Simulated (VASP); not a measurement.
# Ir (P-3m1) in VASP: further runs, part 2 of 2

VASP 6.6.1.

## Step 3: Single point, PBEsol

This run uses another cell than the first one, of 15.74 Å³/atom, 1.035 times its volume.

Input file INCAR:

```
ALGO = Fast
EDIFF = 1E-7
ENCUT = 520
GGA = PS
ISIF = 2
ISMEAR = 0
LASPH = True
LCHARG = False
LREAL = False
LWAVE = False
NBANDS = 36
NELM = 100
PREC = Accurate
SIGMA = 0.15
```

Input file KPOINTS:

```
k-points
0
Gamma
  20 20 4
```

Input file POSCAR:

```
Ir
1.0
    1.9197000000     -1.9197000000      0.0000000000
    1.9197000000      0.0000000000     -1.9197000000
    8.5448254038      8.5448254038      8.5448254038
Ir
6
Direct
    0.6666666667      0.6666666667      0.0748724508
    0.0000000000      0.0000000000      0.8237467341
    0.3333333333      0.3333333333      0.2246473075
    0.6666666667      0.6666666667      0.5241970208
    0.0000000000      0.0000000000      0.3744221642
    0.3333333333      0.3333333333      0.6739718775
```

Potentials or basis: VASP PAW PBE potentials, release 64 (Ir).

Started as:

```console
$ cat potpaw_PBE.64/Ir/POTCAR > POTCAR
$ mpirun -np 1 vasp_std > vasp.out
```

OUTCAR:

```text
EDIFF = 1E-7
   ENCUT = 520
   GGA = PS
   ISIF = 2
   ISMEAR = 0
   LASPH = True
   LREAL = False
   NELM = 100
   PREC = Accurate

 ion  position               nearest neighbor table
   1  0.667  0.667  0.075-   3 2.71   3 2.71   3 2.71
   2  0.000  0.000  0.824-   6 2.71   6 2.71   6 2.71
   3  0.333  0.333  0.225-   5 2.71   1 2.71   1 2.71   5 2.71   5 2.71   1 2.71
   4  0.667  0.667  0.524-   5 2.71   5 2.71   5 2.71   6 2.71   6 2.71   6 2.71
   5  0.000  0.000  0.374-   4 2.71   4 2.71   4 2.71   3 2.71   3 2.71   3 2.71
   6  0.333  0.333  0.674-   2 2.71   2 2.71   2 2.71   4 2.71   4 2.71   4 2.71

  LATTYP: Found a hexagonal cell.
 ALAT       =     2.7148657757
 C/A-ratio  =     5.4514929886

  Lattice vectors:

 A1 = (  -1.9197000000,   0.0000000000,   1.9197000000)
 A2 = (   1.9197000000,  -1.9197000000,   0.0000000000)
 A3 = (   8.5448254038,   8.5448254038,   8.5448254038)

Analysis of symmetry for initial positions (statically):
=====================================================================
 Subroutine PRICEL returns:
 Original cell was already a primitive cell.

 Routine SETGRP: Setting up the symmetry group for a
 hexagonal supercell.

 Subroutine GETGRP returns: Found 12 space group operations
 (whereof  6 operations were pure point group operations)
 out of a pool of 24 trial point group operations.

The static configuration has the point symmetry C_3v.
 The point group associated with its full space group is D_3d.

Analysis of symmetry for dynamics (positions and initial velocities):
=====================================================================
 Subroutine PRICEL returns:
 Original cell was already a primitive cell.

 Routine SETGRP: Setting up the symmetry group for a
 hexagonal supercell.

 Subroutine GETGRP returns: Found 12 space group operations
 (whereof  6 operations were pure point group operations)
 out of a pool of 24 trial point group operations.

The dynamic configuration has the point symmetry C_3v.
 The point group associated with its full space group is D_3d.

 Subroutine INISYM returns: Found 12 space group operations
 (whereof  6 operations are pure point group operations),
 and found     1 'primitive' translations

----------------------------------------------------------------------------------------

                                     Primitive cell

  volume of cell :      94.4694

  direct lattice vectors                    reciprocal lattice vectors
     1.919700000 -1.919700000  0.000000000     0.173638242 -0.347276484  0.173638242
     1.919700000  0.000000000 -1.919700000     0.173638242  0.173638242 -0.347276484
     8.544825404  8.544825404  8.544825404     0.039009964  0.039009964  0.039009964

  length of vectors
     2.714865776  2.714865776 14.800071741     0.425325093  0.425325093  0.067567240

  position of ions in fractional coordinates (direct lattice)
     0.666666667  0.666666667  0.074872451
     0.000000000  0.000000000  0.823746734
     0.333333333  0.333333333  0.224647307
     0.666666667  0.666666667  0.524197021
     0.000000000  0.000000000  0.374422164
     0.333333333  0.333333333  0.673971878

[... 35 lines left out ...]
 Following reciprocal coordinates:
            Coordinates               Weight
  0.000000  0.000000  0.000000      1.000000
  0.050000  0.000000  0.000000      6.000000
  0.100000  0.000000  0.000000      6.000000
  0.150000  0.000000  0.000000      6.000000
  0.200000  0.000000  0.000000      6.000000
  0.250000  0.000000  0.000000      6.000000
[... 16 lines left out ...]
  0.300000  0.100000 -0.000000     12.000000
  0.350000  0.100000 -0.000000     12.000000
 [... further k-points ...]
   k-points           NKPTS =    165   k-points in BZ     NKDIM =    165   number of bands    NBANDS=     36
   number of dos      NEDOS =    301   number of ions     NIONS =      6
   total plane-waves  NPLWV =  44800
   dimension x,y,z NGX =    20 NGY =   20 NGZ =  112
   dimension x,y,z NGXF=    40 NGYF=   40 NGZF=  224
   ions per type =               6
   NGX,Y,Z   is equivalent  to a cutoff of  12.25, 12.25, 12.58 a.u.
   NGXF,Y,Z  is equivalent  to a cutoff of  24.49, 24.49, 25.16 a.u.
 SYSTEM =  unknown system
   PREC   = accura    normal or accurate (medium, high low for compatibility)
   ISTART =      0    job   : 0-new  1-cont  2-samecut
   ICHARG =      2    charge: 1-file 2-atom 10-const
   ISPIN  =      1    spin polarized calculation?
   LNONCOLLINEAR =      F non collinear calculations
   LSORBIT =      F    spin-orbit coupling
   LASPH  =      T    aspherical Exc in radial PAW
   ENCUT  =  520.0 eV  38.22 Ry    6.18 a.u.   5.05  5.05 27.52*2*pi/ulx,y,z
   NELM   =    100;   NELMIN=  2; NELMDL= -5     # of ELM steps
   EDIFF  = 0.1E-06   stopping-criterion for ELM
   LREAL  =      F    real-space projection
   EDIFFG = 0.1E-05   stopping-criterion for IOM
   NSW    =      0    number of steps for IOM
   IBRION =     -1    ionic relax: 0-MD 1-quasi-New 2-CG
   NFREE  =      0    steps in history (QN), initial steepest desc. (CG)
   ISIF   =      2    stress and relaxation
   ISYM   =      2    0-nonsym 1-usesym 2-fastsym
   POTIM  = 0.5000    time-step for ionic-motion
   TEBEG  =    0.0;   TEEND  =   0.0 temperature during run
   PSTRESS=    0.0 pullay stress
   NELECT =      54.0000    total number of electrons
   NUPDOWN=      -1.0000    fix difference up-down
   EMIN   =  10.00;   EMAX   =-10.00  energy-range for DOS
   EFERMI =   0.00;   METHOD = LEGACY
   ISMEAR =     0;   SIGMA  =   0.15  broadening in eV -4-tet -1-fermi 0-gaus
   EFERMI_NEDOS =   21; number of points for ismear=-14 and -15
   IALGO  =     68    algorithm
   IMIX   =      4    mixing-type and parameters
     AMIX     =   0.40;   BMIX     =  1.00
     AMIX_MAG =   1.60;   BMIX_MAG =  1.00
  volume/ion in A,a.u.               =      15.74       106.25
  Fermi-wavevector in a.u.,A,eV,Ry     =   1.358654  2.567485 25.115566  1.845942
  Thomas-Fermi vector in A             =   2.485469
   LORBIT       =      0    0 simple, 1 ext, 2 COOP (PROOUT), +10 PAW based schemes
   GGA     = PS    functional components
   LHFCALC =     F    Hartree Fock is set to
   AEXX    =    0.0000 exact exchange contribution
   IVDW    =     0    specifies the selected vdW correction
   LEPSILON=     F    determine dielectric tensor
   LRPA    =     F    only Hartree local field effects (RPA)
 non-spin polarized calculation
 RMM-DIIS sequential band-by-band and
 Gauss-broadening in eV      SIGMA  =   0.15
  energy-cutoff  :      520.00
  volume of cell :       94.47
 maximum number of plane-waves:      2580
   NGX = 11   NGY = 11   NGZ = 55

 number of electron      54.0000000 magnetization

 Free energy of the ion-electron system (eV)
  ---------------------------------------------------
  ext. energy  EPLUGINS =         0.00000000
  ---------------------------------------------------
  free energy    TOTEN  =       -57.09661663 eV

  energy without entropy =      -57.02232908  energy(sigma->0) =      -57.05947285

 E-fermi :   8.5297     XC(G=0): -13.3019

 val. band max:        8.5196843801   @ k =   0.2000   0.0500   0.2500
 cond. band min:       8.5336000930   @ k =  -0.3500   0.3000   0.5000
 fundamental gap:      0.0139157129
 Fermi energy:         8.5297274237

 k-point     1 :       0.0000    0.0000    0.0000
  band No.  band energies     occupation
      1      -2.3436      2.00000
      2      -1.5173      2.00000
      3      -0.5432      2.00000
      4       0.3095      2.00000
      5       0.6756      2.00000
      6       0.7352      2.00000
[... 925 lines left out ...]
     35      11.3564      0.00000
     36      13.7920      0.00000

 [... further k-points ...]

------------------------ aborting loop because EDIFF is reached ----------------------------------------

  FORCE on cell =-STRESS in cart. coord.  units (eV):
  Direction    XX          YY          ZZ          XY          YZ          ZX
  --------------------------------------------------------------------------------------
  -------------------------------------------------------------------------------------
  Total       -5.3639930     -5.3639930     -5.3639930     -0.2306202     -0.2306202     -0.2306202
  in kB      -90.9719717    -90.9719717    -90.9719717     -3.9112605     -3.9112605     -3.9112605
  external PRESSURE =     -90.9719717 kB  Pullay stress =       0.0000000 kB

 VOLUME and BASIS-vectors are now :
 -----------------------------------------------------------------------------
  energy-cutoff  :      520.00
  volume of cell :       94.47
      direct lattice vectors                 reciprocal lattice vectors
     1.919700000 -1.919700000  0.000000000     0.173638242 -0.347276484  0.173638242
     1.919700000  0.000000000 -1.919700000     0.173638242  0.173638242 -0.347276484
     8.544825404  8.544825404  8.544825404     0.039009964  0.039009964  0.039009964

 POSITION                                       TOTAL-FORCE (eV/Angst)
 -----------------------------------------------------------------------------------
      3.19937     -0.64003     -0.64003         0.048473      0.048473      0.048473
      7.03877      7.03877      7.03877        -0.048473     -0.048473     -0.048473
      3.19937      1.27967      1.27967        -0.257449     -0.257449     -0.257449
      7.03877      3.19937      3.19937         0.122652      0.122652      0.122652
      3.19937      3.19937      3.19937        -0.122652     -0.122652     -0.122652
      7.03877      5.11907      5.11907         0.257449      0.257449      0.257449
 -----------------------------------------------------------------------------------
    total drift:                               -0.000009     -0.000009     -0.000009

  FREE ENERGIE OF THE ION-ELECTRON SYSTEM (eV)
  ---------------------------------------------------
  free  energy   TOTEN  =       -57.0966166256 eV

  energy  without entropy=      -57.0223290822  energy(sigma->0) =      -57.05947285
```

OSZICAR:

```text
N       E                     dE             d eps       ncg     rms          rms(c)
DAV:   1     0.576519733603E+03    0.57652E+03   -0.24008E+04 11880   0.149E+03
DAV:   2    -0.237008127344E+02   -0.60022E+03   -0.57197E+03 11980   0.456E+02
DAV:   3    -0.592804193521E+02   -0.35580E+02   -0.31745E+02 14148   0.116E+02
[... 13 lines left out ...]
RMM:  17    -0.570966235153E+02    0.67532E-04   -0.85233E-05 14121   0.363E-02    0.357E-02
RMM:  18    -0.570966177767E+02    0.57387E-05   -0.23298E-05 15614   0.193E-02    0.177E-02
RMM:  19    -0.570966165123E+02    0.12644E-05   -0.43157E-06 14406   0.108E-02    0.454E-03
RMM:  20    -0.570966165876E+02   -0.75281E-07   -0.13451E-06 12316   0.416E-03    0.169E-03
RMM:  21    -0.570966166256E+02   -0.38079E-07   -0.17515E-07  7584   0.230E-03
   1 F= -.57096617E+02 E0= -.57059473E+02  d E =-.742875E-01
```

Wall time 22 min (1 thread of AMD EPYC 7R13, shared host); peak memory 0.47 GiB.

Results:

* Free energy: -57.0966 eV
* Pressure: -9.1 GPa
* Largest force: 0.446 eV/Å
* Band gap on the k mesh: zero (band 27 reaches 9.64 eV, above the bottom of band 28 at 7.26 eV)

Forces on the atoms (eV/Å):
```
Ir   0.048  0.048  0.048
Ir  -0.048 -0.048 -0.048
Ir  -0.257 -0.257 -0.257
Ir   0.123  0.123  0.123
Ir  -0.123 -0.123 -0.123
Ir   0.257  0.257  0.257
```

Stress tensor (GPa, compression positive):
```
-9.10 -0.39 -0.39
-0.39 -9.10 -0.39
-0.39 -0.39 -9.10
```

Caveat: the PAW data sets were made with another functional, which shifts forces and pressure a little; spin-orbit coupling is left out, which moves the levels of the heavy elements.
